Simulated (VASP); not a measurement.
# HfB (Fm-3m) in VASP: a series of runs

HfB is run at these levels: r2SCAN, B3LYP, PBEsol-based global hybrid, PBE0; tasks: single point.

Everything below comes from runs of VASP 6.6.1. Logs are shortened: lines on timing, memory, paths and dates and some standing lists are left out, and cuts for length are marked.

### Step 1. The cell of the first run

It takes space group Fm-3m (No. 225, cubic). Conventional cell: a = 4.620 Å, b = 4.620 Å, c = 4.620 Å, α = 90.00°, β = 90.00°, γ = 90.00°. Within 3.1 Å of Hf (site symmetry m-3m) lie 6 B at 2.31 Å. B (site symmetry m-3m) has 6 Hf at 2.31 Å within 3.1 Å.

### Step 2. Single point, r2SCAN, non-collinear spin, zero start, spin-orbit coupling

POSCAR reads:

```
HfB
1.0
    0.0000000000      2.3100000000      2.3100000000
    2.3100000000      0.0000000000      2.3100000000
    2.3100000000      2.3100000000      0.0000000000
Hf B
1 1
Direct
    0.5000000000      0.5000000000      0.5000000000
    0.0000000000      0.0000000000      0.0000000000
```

INCAR.step1 reads:

```
SYSTEM = HfB
PREC = Accurate
ENCUT = 520
ISMEAR = -1
SIGMA = 0.05
LREAL = .FALSE.
LASPH = .TRUE.
NELM = 150
LNONCOLLINEAR = .TRUE.
MAGMOM = 0 0 0 0 0 0
LSORBIT = .TRUE.
GGA_COMPAT = .FALSE.
LMAXMIX = 4
NBANDS = 25
GGA = PE
ALGO = Normal
EDIFF = 1E-4
LWAVE = .TRUE.
LCHARG = .FALSE.
```

INCAR.step2 reads:

```
SYSTEM = HfB
PREC = Accurate
ENCUT = 520
EDIFF = 1E-6
ISMEAR = -1
SIGMA = 0.05
LREAL = .FALSE.
LASPH = .TRUE.
NELM = 150
ALGO = Normal
ISIF = 2
LWAVE = .FALSE.
LCHARG = .FALSE.
LNONCOLLINEAR = .TRUE.
MAGMOM = 0 0 0 0 0 0
LORBIT = 11
LSORBIT = .TRUE.
GGA_COMPAT = .FALSE.
LORBMOM = .TRUE.
LMAXMIX = 4
METAGGA = R2SCAN
LMIXTAU = .TRUE.
NBANDS = 25
ISTART = 1
```

KPOINTS reads:

```
Automatic mesh
0
G
  7 7 7
  0 0 0
```

Potentials or basis: VASP PAW PBE potentials, release 64 (Hf_pv, B).

Started as:

```console
cat potpaw_PBE.64/Hf_pv/POTCAR potpaw_PBE.64/B/POTCAR > POTCAR
cp INCAR.step1 INCAR
mpirun -np 1 vasp_ncl > vasp.out
cp INCAR.step2 INCAR
mpirun -np 1 vasp_ncl > vasp.out
```

OUTCAR:

```text
SYSTEM = HfB
   PREC = Accurate
   ENCUT = 520
   EDIFF = 1E-6
   ISMEAR = -1
   LREAL = .FALSE.
   LASPH = .TRUE.
   NELM = 150
   ISIF = 2
   LNONCOLLINEAR = .TRUE.
   LORBIT = 11
   LSORBIT = .TRUE.
   METAGGA = R2SCAN
   ISTART = 1

 ion  position               nearest neighbor table
   1  0.500  0.500  0.500-   2 2.31   2 2.31   2 2.31   2 2.31   2 2.31   2 2.31
   2  0.000  0.000  0.000-   1 2.31   1 2.31   1 2.31   1 2.31   1 2.31   1 2.31

  LATTYP: Found a face centered cubic cell.
 ALAT       =     4.6200000000

  Lattice vectors:

 A1 = (   0.0000000000,   2.3100000000,   2.3100000000)
 A2 = (   2.3100000000,   0.0000000000,   2.3100000000)
 A3 = (   2.3100000000,   2.3100000000,   0.0000000000)

Analysis of symmetry for initial positions (statically):
=====================================================================
 Subroutine PRICEL returns:
 Original cell was already a primitive cell.

 Routine SETGRP: Setting up the symmetry group for a
 face centered cubic supercell.

 Subroutine GETGRP returns: Found 48 space group operations
 (whereof 48 operations were pure point group operations)
 out of a pool of 48 trial point group operations.

The static configuration has the point symmetry O_h .

Analysis of symmetry for dynamics (positions and initial velocities):
=====================================================================
 Subroutine PRICEL returns:
 Original cell was already a primitive cell.

 Routine SETGRP: Setting up the symmetry group for a
 face centered cubic supercell.

 Subroutine GETGRP returns: Found 48 space group operations
 (whereof 48 operations were pure point group operations)
 out of a pool of 48 trial point group operations.

The dynamic configuration has the point symmetry O_h .

Analysis of structural, dynamic, and magnetic symmetry:
=====================================================================
 Subroutine PRICEL returns:
 Original cell was already a primitive cell.

 Routine SETGRP: Setting up the symmetry group for a
 face centered cubic supercell.

 Subroutine GETGRP returns: Found 48 space group operations
 (whereof 48 operations were pure point group operations)
 out of a pool of 48 trial point group operations.

The overall configuration has the point symmetry O_h .

 Subroutine INISYM returns: Found 48 space group operations
 (whereof 48 operations are pure point group operations),
 and found     1 'primitive' translations

----------------------------------------------------------------------------------------

                                     Primitive cell

  volume of cell :      24.6528

  direct lattice vectors                    reciprocal lattice vectors
     0.000000000  2.310000000  2.310000000    -0.216450216  0.216450216  0.216450216
     2.310000000  0.000000000  2.310000000     0.216450216 -0.216450216  0.216450216
     2.310000000  2.310000000  0.000000000     0.216450216  0.216450216 -0.216450216

  length of vectors
     3.266833329  3.266833329  3.266833329     0.374902772  0.374902772  0.374902772

  position of ions in fractional coordinates (direct lattice)
     0.500000000  0.500000000  0.500000000
     0.000000000  0.000000000  0.000000000

  ion indices of the primitive-cell ions
   primitive index   ion index
                 1           1
                 2           2

----------------------------------------------------------------------------------------

 KPOINTS: Automatic mesh

Automatic generation of k-mesh.
 Grid dimensions read from file:
 generate k-points for:    7    7    7

 Generating k-lattice:

  Cartesian coordinates                     Fractional coordinates (reciprocal lattice)
    -0.030921459  0.030921459  0.030921459     0.142857143  0.000000000  0.000000000
     0.030921459 -0.030921459  0.030921459     0.000000000  0.142857143  0.000000000
     0.030921459  0.030921459 -0.030921459     0.000000000  0.000000000  0.142857143

  Length of vectors
     0.053557539  0.053557539  0.053557539

  Shift w.r.t. Gamma in fractional coordinates (k-lattice)
     0.000000000  0.000000000  0.000000000

 Subroutine IBZKPT returns following result:
 ===========================================

 Found     20 irreducible k-points:

 Following reciprocal coordinates:
            Coordinates               Weight
  0.000000  0.000000  0.000000      1.000000
  0.142857  0.000000  0.000000      8.000000
[... 44 lines left out ...]
   POTIM  = 0.5000    time-step for ionic-motion
   TEBEG  =    0.0;   TEEND  =   0.0 temperature during run
   PSTRESS=    0.0 pullay stress
   NELECT =      13.0000    total number of electrons
   NUPDOWN=      -1.0000    fix difference up-down
   EMIN   =  10.00;   EMAX   =-10.00  energy-range for DOS
   EFERMI =   0.00;   METHOD = LEGACY
   ISMEAR =    -1;   SIGMA  =   0.05  broadening in eV -4-tet -1-fermi 0-gaus
   EFERMI_NEDOS =   21; number of points for ismear=-14 and -15
   IALGO  =     38    algorithm
   IMIX   =      4    mixing-type and parameters
     AMIX     =   0.40;   BMIX     =  1.00
     AMIX_MAG =   1.60;   BMIX_MAG =  1.00
  volume/ion in A,a.u.               =      12.33        83.18
  Fermi-wavevector in a.u.,A,eV,Ry     =   1.322617  2.499383 23.800871  1.749315
  Thomas-Fermi vector in A             =   2.452285
   LORBIT       =     11    0 simple, 1 ext, 2 COOP (PROOUT), +10 PAW based schemes
   METAGGA = R2SCAN    functional components
   LHFCALC =     F    Hartree Fock is set to
   AEXX    =    0.0000 exact exchange contribution
   IVDW    =     0    specifies the selected vdW correction
   LEPSILON=     F    determine dielectric tensor
   LRPA    =     F    only Hartree local field effects (RPA)
  energy-cutoff  :      520.00
  volume of cell :       24.65
 maximum number of plane-waves:      1348
   NGX = 13   NGY = 13   NGZ = 13

 number of electron      13.0000002 magnetization      -0.0000000     -0.0000000     -0.0000000

 number of electron      13.0000002 magnetization       0.0000000     -0.0000000     -0.0000000

 number of electron      13.0000002 magnetization      -0.0000000      0.0000000      0.0000000

 Free energy of the ion-electron system (eV)
  ---------------------------------------------------
  ext. energy  EPLUGINS =         0.00000000
  ---------------------------------------------------
  free energy    TOTEN  =       -53.79177041 eV

  energy without entropy =      -53.77796553  energy(sigma->0) =      -53.78486797

 E-fermi :   4.9952     XC(G=0): -13.2322

 val. band max:        4.9387444319   @ k =   0.4286   0.2857   0.1429
 cond. band min:       5.0060831765   @ k =   0.2857   0.2857   0.0000
 fundamental gap:      0.0673387446
 Fermi energy:         4.9952081480

 k-point     1 :       0.0000    0.0000    0.0000
  band No.  band energies     occupation
      1     -29.1928      1.00000
      2     -29.1928      1.00000
      3     -22.1228      1.00000
      4     -22.1228      1.00000
      5     -22.1228      1.00000
      6     -22.1228      1.00000
[... 549 lines left out ...]
     24      16.6748      0.00000
     25      19.2840      0.00000

------------------------ aborting loop because EDIFF is reached ----------------------------------------

  FORCE on cell =-STRESS in cart. coord.  units (eV):
  Direction    XX          YY          ZZ          XY          YZ          ZX
  --------------------------------------------------------------------------------------
  -------------------------------------------------------------------------------------
  Total        4.5075718      4.5075718      4.5075718      0.0000000      0.0000000      0.0000000
  in kB      292.9458153    292.9458153    292.9458153      0.0000000      0.0000000      0.0000000
  external PRESSURE =     292.9458153 kB  Pullay stress =       0.0000000 kB

 VOLUME and BASIS-vectors are now :
 -----------------------------------------------------------------------------
  energy-cutoff  :      520.00
  volume of cell :       24.65
      direct lattice vectors                 reciprocal lattice vectors
     0.000000000  2.310000000  2.310000000    -0.216450216  0.216450216  0.216450216
     2.310000000  0.000000000  2.310000000     0.216450216 -0.216450216  0.216450216
     2.310000000  2.310000000  0.000000000     0.216450216  0.216450216 -0.216450216

 POSITION                                       TOTAL-FORCE (eV/Angst)
 -----------------------------------------------------------------------------------
      2.31000      2.31000      2.31000         0.000000      0.000000     -0.000000
      0.00000      0.00000      0.00000         0.000000      0.000000      0.000000
 -----------------------------------------------------------------------------------
    total drift:                               -0.000000     -0.000000     -0.000000

  FREE ENERGIE OF THE ION-ELECTRON SYSTEM (eV)
  ---------------------------------------------------
  free  energy   TOTEN  =       -53.7917704090 eV

  energy  without entropy=      -53.7779655337  energy(sigma->0) =      -53.78486797

 orbital moment (x)

 # of ion     p       d       tot
 ----------------------------------------
  1         0.000   0.000   0.000
  2         0.000   0.000   0.000
 ----------------------------------------
            0.000   0.000   0.000

 orbital moment (y)

 # of ion     p       d       tot
 ----------------------------------------
  1         0.000  -0.000  -0.000
  2         0.000   0.000   0.000
 ----------------------------------------
            0.000  -0.000  -0.000

 orbital moment (z)

 # of ion     p       d       tot
 ----------------------------------------
  1         0.000   0.000   0.000
  2         0.000   0.000   0.000
 ----------------------------------------
            0.000   0.000   0.000

 Spin-Orbit-Coupling matrix elements

 Ion:    1  E_soc:     -1.2948379
 l=   1
     0.0000000    -0.2085891    -0.2085891
    -0.2085891     0.0000000    -0.2085891
    -0.2085891    -0.2085891     0.0000000
 l=   2
     0.0000000    -0.0014649     0.0000000    -0.0014649    -0.0057523
    -0.0014649     0.0000000    -0.0043142    -0.0014649    -0.0014381
     0.0000000    -0.0043142     0.0000000    -0.0043142     0.0000000
    -0.0014649    -0.0014649    -0.0043142     0.0000000    -0.0014381
    -0.0057523    -0.0014381     0.0000000    -0.0014381     0.0000000
 l=   3
     0.0000000     0.0000000     0.0000000     0.0000000     0.0000000     0.0000000     0.0000000
     0.0000000     0.0000000     0.0000000     0.0000000     0.0000000     0.0000000     0.0000000
     0.0000000     0.0000000     0.0000000     0.0000000     0.0000000     0.0000000     0.0000000
     0.0000000     0.0000000     0.0000000     0.0000000     0.0000000     0.0000000     0.0000000
     0.0000000     0.0000000     0.0000000     0.0000000     0.0000000     0.0000000     0.0000000
     0.0000000     0.0000000     0.0000000     0.0000000     0.0000000     0.0000000     0.0000000
     0.0000000     0.0000000     0.0000000     0.0000000     0.0000000     0.0000000     0.0000000

 Ion:    2  E_soc:      0.0000154
 l=   1
     0.0000000     0.0000026     0.0000026
     0.0000026     0.0000000     0.0000026
     0.0000026     0.0000026     0.0000000
 l=   2
     0.0000000     0.0000000     0.0000000     0.0000000     0.0000000
     0.0000000     0.0000000     0.0000000     0.0000000     0.0000000
     0.0000000     0.0000000     0.0000000     0.0000000     0.0000000
     0.0000000     0.0000000     0.0000000     0.0000000     0.0000000
     0.0000000     0.0000000     0.0000000     0.0000000     0.0000000
 l=   3
     0.0000000     0.0000000     0.0000000     0.0000000     0.0000000     0.0000000     0.0000000
     0.0000000     0.0000000     0.0000000     0.0000000     0.0000000     0.0000000     0.0000000
     0.0000000     0.0000000     0.0000000     0.0000000     0.0000000     0.0000000     0.0000000
     0.0000000     0.0000000     0.0000000     0.0000000     0.0000000     0.0000000     0.0000000
     0.0000000     0.0000000     0.0000000     0.0000000     0.0000000     0.0000000     0.0000000
     0.0000000     0.0000000     0.0000000     0.0000000     0.0000000     0.0000000     0.0000000
     0.0000000     0.0000000     0.0000000     0.0000000     0.0000000     0.0000000     0.0000000

 total charge

# of ion       s       p       d       tot
------------------------------------------
    1        0.359   6.735   1.864   8.957
    2        0.813   1.157   0.000   1.970
--------------------------------------------------
tot          1.172   7.892   1.864  10.927

 magnetization (x)

# of ion       s       p       d       tot
------------------------------------------
    1        0.000   0.000   0.000   0.000
    2       -0.000   0.000   0.000  -0.000
--------------------------------------------------
tot         -0.000   0.000   0.000   0.000

 magnetization (y)

# of ion       s       p       d       tot
------------------------------------------
    1        0.000   0.000  -0.000  -0.000
    2        0.000   0.000   0.000   0.000
--------------------------------------------------
tot          0.000   0.000  -0.000  -0.000

 magnetization (z)

# of ion       s       p       d       tot
------------------------------------------
    1        0.000   0.000  -0.000  -0.000
    2        0.000   0.000   0.000   0.000
--------------------------------------------------
tot          0.000   0.000  -0.000  -0.000
```

Wall time 3.2 min (1 thread of AMD EPYC 7R13, shared host); peak memory 0.2 GiB.

Results:

```yaml
Free_energy: -53.7918 eV
Pressure: 29.3 GPa
Net_moment: 0.00 μB per cell
Valence_electrons_inside_the_program's_atomic_spheres: Hf 8.96; B 1.97
```

Moments on the atoms (μB; x, y, z):
```
Hf  0.00 0.00 0.00
B   0.00 0.00 0.00
```

Caveat: the PAW data sets were made with another functional, which shifts forces and pressure a little.

(Part 1 of 2 ends here.)
